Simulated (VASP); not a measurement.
# Fe (Im-3m) in VASP: further runs

Fe is run at these levels: LDA; tasks: single point.

All numbers are computed with VASP 6.6.1; they aren't measurements. Logs are shortened: lines on timing, memory, paths and dates and some standing lists are left out, and cuts for length are marked.

## Step 1: The cell of the first run

Symmetry: Im-3m, No. 229, cubic system. Conventional cell: a = 2.749 Å, b = 2.749 Å, c = 2.749 Å, α = 90.00°, β = 90.00°, γ = 90.00°. Fe (site symmetry m-3m) has 14 Fe at 2.38 to 2.75 Å within 3.1 Å.

## Step 2: Single point, LDA, collinear spin, ferromagnetic start

Input file INCAR:

```
PREC = Accurate ; ENCUT = 600
EDIFF = 1E-6 ; ISMEAR = 0
SIGMA = 0.3 ; LREAL = False
LASPH = True ; NELM = 200
ALGO = Normal ; ISIF = 2
LWAVE = False ; LCHARG = True
ISPIN = 2 ; MAGMOM = 1.988
LORBIT = 11 ; LMAXMIX = 4
LELF = True ; LVHAR = True
NBANDS = 18 ; GGA_COMPAT = False
```

Input file KPOINTS:

```
Automatic mesh
0
Gamma
  16 16 16
```

Input file POSCAR:

```
Fe
1.0
   -1.3745984210      1.3745984210      1.3745984210
    1.3745984210     -1.3745984210      1.3745984210
    1.3745984210      1.3745984210     -1.3745984210
Fe
1
Direct
    0.0000000000      0.0000000000      0.0000000000
```

Potentials or basis: VASP PAW LDA potentials, release 64 (Fe_sv).

The run is started by

```bash
$ cat potpaw_LDA.64/Fe_sv/POTCAR > POTCAR
$ mpirun -np 1 vasp_std > vasp.out
```

OUTCAR:

```text
PREC = Accurate
   ENCUT = 600
   EDIFF = 1E-6
   ISMEAR = 0
   LREAL = False
   LASPH = True
   NELM = 200
   ISIF = 2
   ISPIN = 2
   LORBIT = 11

 ion  position               nearest neighbor table
   1  0.000  0.000  0.000-

  LATTYP: Found a body centered cubic cell.
 ALAT       =     2.7491968420

  Lattice vectors:

 A1 = (  -1.3745984210,   1.3745984210,   1.3745984210)
 A2 = (   1.3745984210,  -1.3745984210,   1.3745984210)
 A3 = (   1.3745984210,   1.3745984210,  -1.3745984210)

Analysis of symmetry for initial positions (statically):
=====================================================================
 Subroutine PRICEL returns:
 Original cell was already a primitive cell.

 Routine SETGRP: Setting up the symmetry group for a
 body centered cubic supercell.

 Subroutine GETGRP returns: Found 48 space group operations
 (whereof 48 operations were pure point group operations)
 out of a pool of 48 trial point group operations.

The static configuration has the point symmetry O_h .

Analysis of symmetry for dynamics (positions and initial velocities):
=====================================================================
 Subroutine PRICEL returns:
 Original cell was already a primitive cell.

 Routine SETGRP: Setting up the symmetry group for a
 body centered cubic supercell.

 Subroutine GETGRP returns: Found 48 space group operations
 (whereof 48 operations were pure point group operations)
 out of a pool of 48 trial point group operations.

The dynamic configuration has the point symmetry O_h .

Analysis of structural, dynamic, and magnetic symmetry:
=====================================================================
 Subroutine PRICEL returns:
 Original cell was already a primitive cell.

 Routine SETGRP: Setting up the symmetry group for a
 body centered cubic supercell.

 Subroutine GETGRP returns: Found 48 space group operations
 (whereof 48 operations were pure point group operations)
 out of a pool of 48 trial point group operations.

The overall configuration has the point symmetry O_h .

 Subroutine INISYM returns: Found 48 space group operations
 (whereof 48 operations are pure point group operations),
 and found     1 'primitive' translations

----------------------------------------------------------------------------------------

                                     Primitive cell

  volume of cell :      10.3893

  direct lattice vectors                    reciprocal lattice vectors
    -1.374598421  1.374598421  1.374598421     0.000000000  0.363742597  0.363742597
     1.374598421 -1.374598421  1.374598421     0.363742597  0.000000000  0.363742597
     1.374598421  1.374598421 -1.374598421     0.363742597  0.363742597  0.000000000

  length of vectors
     2.380874305  2.380874305  2.380874305     0.514409714  0.514409714  0.514409714

  position of ions in fractional coordinates (direct lattice)
     0.000000000  0.000000000  0.000000000

  ion indices of the primitive-cell ions
   primitive index   ion index
                 1           1

----------------------------------------------------------------------------------------

 KPOINTS: Automatic mesh

Automatic generation of k-mesh.
 Grid dimensions read from file:
 generate k-points for:   16   16   16

 Generating k-lattice:

  Cartesian coordinates                     Fractional coordinates (reciprocal lattice)
     0.000000000  0.022733912  0.022733912     0.062500000  0.000000000  0.000000000
     0.022733912  0.000000000  0.022733912     0.000000000  0.062500000  0.000000000
     0.022733912  0.022733912  0.000000000     0.000000000  0.000000000  0.062500000

  Length of vectors
     0.032150607  0.032150607  0.032150607

  Shift w.r.t. Gamma in fractional coordinates (k-lattice)
     0.000000000  0.000000000  0.000000000

 Subroutine IBZKPT returns following result:
 ===========================================

 Found    145 irreducible k-points:

 Following reciprocal coordinates:
            Coordinates               Weight
  0.000000  0.000000  0.000000      1.000000
  0.062500  0.000000  0.000000     12.000000
  0.125000  0.000000  0.000000     12.000000
  0.187500  0.000000  0.000000     12.000000
  0.250000  0.000000  0.000000     12.000000
  0.312500  0.000000  0.000000     12.000000
[... 16 lines left out ...]
  0.187500  0.187500  0.000000     24.000000
  0.250000  0.187500  0.000000     48.000000
 [... further k-points ...]
   k-points           NKPTS =    145   k-points in BZ     NKDIM =    145   number of bands    NBANDS=     18
   number of dos      NEDOS =    301   number of ions     NIONS =      1
   total plane-waves  NPLWV =   8000
   dimension x,y,z NGX =    20 NGY =   20 NGZ =   20
   dimension x,y,z NGXF=    40 NGYF=   40 NGZF=   40
   ions per type =               1
   NGX,Y,Z   is equivalent  to a cutoff of  13.97, 13.97, 13.97 a.u.
   NGXF,Y,Z  is equivalent  to a cutoff of  27.93, 27.93, 27.93 a.u.
 SYSTEM =  unknown system
   PREC   = accura    normal or accurate (medium, high low for compatibility)
   ISTART =      0    job   : 0-new  1-cont  2-samecut
   ICHARG =      2    charge: 1-file 2-atom 10-const
   ISPIN  =      2    spin polarized calculation?
   LNONCOLLINEAR =      F non collinear calculations
   LSORBIT =      F    spin-orbit coupling
   LASPH  =      T    aspherical Exc in radial PAW
   ENCUT  =  600.0 eV  44.10 Ry    6.64 a.u.   4.76  4.76  4.76*2*pi/ulx,y,z
   NELM   =    200;   NELMIN=  2; NELMDL= -5     # of ELM steps
   EDIFF  = 0.1E-05   stopping-criterion for ELM
   LREAL  =      F    real-space projection
   EDIFFG = 0.1E-04   stopping-criterion for IOM
   NSW    =      0    number of steps for IOM
   IBRION =     -1    ionic relax: 0-MD 1-quasi-New 2-CG
   NFREE  =      0    steps in history (QN), initial steepest desc. (CG)
   ISIF   =      2    stress and relaxation
   ISYM   =      2    0-nonsym 1-usesym 2-fastsym
   POTIM  = 0.5000    time-step for ionic-motion
   TEBEG  =    0.0;   TEEND  =   0.0 temperature during run
   PSTRESS=    0.0 pullay stress
   NELECT =      16.0000    total number of electrons
   NUPDOWN=      -1.0000    fix difference up-down
   EMIN   =  10.00;   EMAX   =-10.00  energy-range for DOS
   EFERMI =   0.00;   METHOD = LEGACY
   ISMEAR =     0;   SIGMA  =   0.30  broadening in eV -4-tet -1-fermi 0-gaus
   EFERMI_NEDOS =   21; number of points for ismear=-14 and -15
   IALGO  =     38    algorithm
   IMIX   =      4    mixing-type and parameters
     AMIX     =   0.40;   BMIX     =  1.00
     AMIX_MAG =   1.60;   BMIX_MAG =  1.00
  volume/ion in A,a.u.               =      10.39        70.11
  Fermi-wavevector in a.u.,A,eV,Ry     =   1.890539  3.572601 48.629099  3.574138
  Thomas-Fermi vector in A             =   2.931884
   LORBIT       =     11    0 simple, 1 ext, 2 COOP (PROOUT), +10 PAW based schemes
   GGA     = CA    functional components
   LHFCALC =     F    Hartree Fock is set to
   AEXX    =    0.0000 exact exchange contribution
   IVDW    =     0    specifies the selected vdW correction
   LEPSILON=     F    determine dielectric tensor
   LRPA    =     F    only Hartree local field effects (RPA)
 spin polarized calculation
 Gauss-broadening in eV      SIGMA  =   0.30
  energy-cutoff  :      600.00
  volume of cell :       10.39
 maximum number of plane-waves:       370
   NGX =  9   NGY =  9   NGZ =  9

 number of electron      16.0000021 magnetization       1.9224781

 Free energy of the ion-electron system (eV)
  ---------------------------------------------------
  ext. energy  EPLUGINS =         0.00000000
  ---------------------------------------------------
  free energy    TOTEN  =        -9.33087460 eV

  energy without entropy =       -9.28348819  energy(sigma->0) =       -9.30718140

 E-fermi :  13.3289     XC(G=0): -14.6895

 val. band max:       13.3038652986   @ k =  -0.2500   0.2500   0.1875
 cond. band min:      13.3303654611   @ k =  -0.2500   0.3125   0.1250
 fundamental gap:      0.0265001625
 Fermi energy:        13.3288688069

 spin component 1

 k-point     1 :       0.0000    0.0000    0.0000
  band No.  band energies     occupation
      1     -73.8250      1.00000
      2     -40.0430      1.00000
      3     -40.0430      1.00000
      4     -40.0430      1.00000
      5       4.1790      1.00000
      6      10.8318      1.00000
[... 10 lines left out ...]
     17      47.2039      0.00000
     18      47.2039      0.00000

 k-point     2 :       0.0625    0.0000    0.0000
  band No.  band energies     occupation
      1     -73.8203      1.00000
      2     -40.0640      1.00000
      3     -40.0494      1.00000
      4     -40.0415      1.00000
      5       4.3522      1.00000
      6      10.7791      1.00000
[... 10 lines left out ...]
     17      45.7660      0.00000
     18      47.5681      0.00000
[... 442 lines left out ...]
 k-point    24 :       0.2500    0.1875    0.0000
  band No.  band energies     occupation
      1     -73.7167      1.00000
      2     -40.4941      1.00000
      3     -40.2276      1.00000
      4     -40.0892      1.00000
      5       8.3978      1.00000
      6       9.7738      1.00000
[... 10 lines left out ...]
     17      52.2183      0.00000
     18      55.2972      0.00000

 [... further k-points ...]

 spin component 2

 k-point     1 :       0.0000    0.0000    0.0000
  band No.  band energies     occupation
      1     -71.7088      1.00000
      2     -37.9744      1.00000
      3     -37.9744      1.00000
      4     -37.9744      1.00000
      5       4.5393      1.00000
      6      12.3937      0.99999
[... 10 lines left out ...]
     17      48.0017      0.00000
     18      48.0017      0.00000

 k-point     2 :       0.0625    0.0000    0.0000
  band No.  band energies     occupation
      1     -71.7038      1.00000
      2     -37.9973      1.00000
      3     -37.9813      1.00000
      4     -37.9730      1.00000
      5       4.7138      1.00000
      6      12.3340      1.00000
[... 10 lines left out ...]
     17      46.4934      0.00000
     18      48.3340      0.00000
[... 442 lines left out ...]
 k-point    24 :       0.2500    0.1875    0.0000
  band No.  band energies     occupation
      1     -71.5930      1.00000
      2     -38.4623      1.00000
      3     -38.1734      1.00000
      4     -38.0246      1.00000
      5       9.1854      1.00000
      6      11.1765      1.00000
[... 10 lines left out ...]
     17      52.7228      0.00000
     18      55.8562      0.00000

 [... further k-points ...]
[... 5 lines left out ...]
  --------------------------------------------------------------------------------------
  -------------------------------------------------------------------------------------
  Total       -0.2696937     -0.2696937     -0.2696937      0.0000000     -0.0000000      0.0000000
  in kB      -41.5904769    -41.5904769    -41.5904769      0.0000000     -0.0000000      0.0000000
  external PRESSURE =     -41.5904769 kB  Pullay stress =       0.0000000 kB

 VOLUME and BASIS-vectors are now :
 -----------------------------------------------------------------------------
  energy-cutoff  :      600.00
  volume of cell :       10.39
      direct lattice vectors                 reciprocal lattice vectors
    -1.374598421  1.374598421  1.374598421     0.000000000  0.363742597  0.363742597
     1.374598421 -1.374598421  1.374598421     0.363742597  0.000000000  0.363742597
     1.374598421  1.374598421 -1.374598421     0.363742597  0.363742597  0.000000000

 POSITION                                       TOTAL-FORCE (eV/Angst)
 -----------------------------------------------------------------------------------
      0.00000      0.00000      0.00000         0.000000     -0.000000     -0.000000
 -----------------------------------------------------------------------------------
    total drift:                                0.000000     -0.000000      0.000000

  FREE ENERGIE OF THE ION-ELECTRON SYSTEM (eV)
  ---------------------------------------------------
  free  energy   TOTEN  =        -9.3308746025 eV

  energy  without entropy=       -9.2834881882  energy(sigma->0) =       -9.30718140

 total charge

# of ion       s       p       d       tot
------------------------------------------
    1        2.203   6.048   5.556  13.807

 magnetization (x)

# of ion       s       p       d       tot
------------------------------------------
    1       -0.001  -0.004   1.892   1.887
```

Wall time 39 s (1 thread of AMD EPYC 9R45 (Zen 5), shared host); peak memory 0.13 GiB.

What came out:

```yaml
Free_energy: -9.3309 eV
Pressure: -4.2 GPa
Net_moment: 1.92 μB per cell
Site_moments: Fe +1.89 μB
Valence_electrons_inside_the_program's_atomic_spheres: Fe 13.81
```

## Step 3: Single point, LDA, collinear spin, ferromagnetic start

Input file INCAR:

```
SYSTEM = Fe
PREC = Accurate ; ENCUT = 520
EDIFF = 1E-6 ; ISMEAR = -1
SIGMA = 0.05 ; LREAL = .False.
LASPH = .True. ; NELM = 150
ALGO = Normal ; ISIF = 2
LWAVE = .False. ; LCHARG = .False.
ISPIN = 2 ; MAGMOM = 1.988
LORBIT = 11 ; LMAXMIX = 4
NBANDS = 14
```

Input file KPOINTS:

```
Automatic mesh
0
Gamma
  26 26 26
  0 0 0
```

POSCAR is that of step 2.

Potentials or basis: VASP PAW LDA potentials, release 64 (Fe).

The run is started by

```bash
$ cat potpaw_LDA.64/Fe/POTCAR > POTCAR
$ mpirun -np 1 vasp_std > vasp.out
```

It took 56 s on 1 thread of Intel Xeon 6975P-C (Granite Rapids), shared host; peak memory 0.22 GiB.

It converged, with:

```
Free energy                                           : -9.2288 eV
Pressure                                              : -0.6 GPa
Net moment                                            : 1.95 μB per cell
Site moments                                          : Fe +1.92 μB
Valence electrons inside the program's atomic spheres : Fe 7.48
```

Levels at points of the mesh, in eV from the Fermi level:
Spin up:
| k point | band 1 | band 2 | band 3 | band 4 | band 5 | band 6 | band 7 | band 8 | band 9 | band 10 |
| --- | --- | --- | --- | --- | --- | --- | --- | --- | --- | --- |
| (0.00, 0.00, 0.00) | -9.10 | -2.50 | -2.50 | -2.50 | -0.95 | -0.95 | 25.69 | 25.69 | 25.69 | 31.44 |
| (0.50, 0.00, 0.00) | -5.48 | -3.76 | -0.91 | -0.71 | 0.36 | 0.63 | 8.17 | 18.96 | 21.45 | 24.70 |
| (0.50, 0.50, 0.50) | -5.38 | -5.38 | 0.32 | 0.32 | 0.32 | 10.40 | 10.40 | 10.40 | 16.60 | 16.60 |
Spin down:
| k point | band 1 | band 2 | band 3 | band 4 | band 5 | band 6 | band 7 |
| --- | --- | --- | --- | --- | --- | --- | --- |
| (0.00, 0.00, 0.00) | -8.73 | -0.91 | -0.91 | -0.91 | 1.15 | 1.15 | 25.87 |
| (0.50, 0.00, 0.00) | -4.36 | -2.33 | 0.74 | 1.07 | 1.44 | 2.47 | 9.39 |
| (0.50, 0.50, 0.50) | -3.94 | -3.94 | 2.13 | 2.13 | 2.13 | 10.86 | 10.86 |

[end of part 1 of 2]
